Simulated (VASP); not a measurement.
**BaS: single point with PBE**

BaS:

```
Ba S
1.0
     0.00000    3.21479    3.21479
     3.21479    0.00000    3.21479
     3.21479    3.21479    0.00000
Ba S
1 1
Direct
  0.00000 0.00000 0.00000
  0.50000 0.50000 0.50000
```

```yaml
Program: VASP 6.6.1
Task: single point
Functional: PBE
Potentials_or_basis: VASP PAW PBE potentials, release 64 (Ba_sv, S)
Cutoff: 520 eV
k_mesh: 6 × 6 × 6
Occupations: fermi-dirac, width 0.02 eV
Spin: no spin polarisation
```

* Pressure: 0.5 GPa
* Band gap on the k mesh: 2.14 eV (least direct gap 2.29 eV)

Levels at points of the mesh, in eV from the valence-band top:
| k point | band 6 | band 7 | band 8 | band 9 | band 10 | band 11 |
| --- | --- | --- | --- | --- | --- | --- |
| (0.00, 0.00, 0.00) | 0.00 | 0.00 | 0.00 | 3.50 | 3.87 | 3.87 |
| (0.50, 0.00, 0.00) | -1.89 | -1.05 | -1.05 | 5.47 | 5.63 | 6.23 |
| (0.50, 0.50, 0.00) | -0.54 | -0.15 | -0.15 | 2.14 | 5.88 | 5.91 |

It took 14 s on 1 thread of Intel(R) Xeon(R) 6975P-C (Granite Rapids), on a shared host, peak memory 0.2 GiB.

Caveat: spin-orbit coupling is left out, which moves the levels of the heavy elements. A k mesh can miss the band edges.
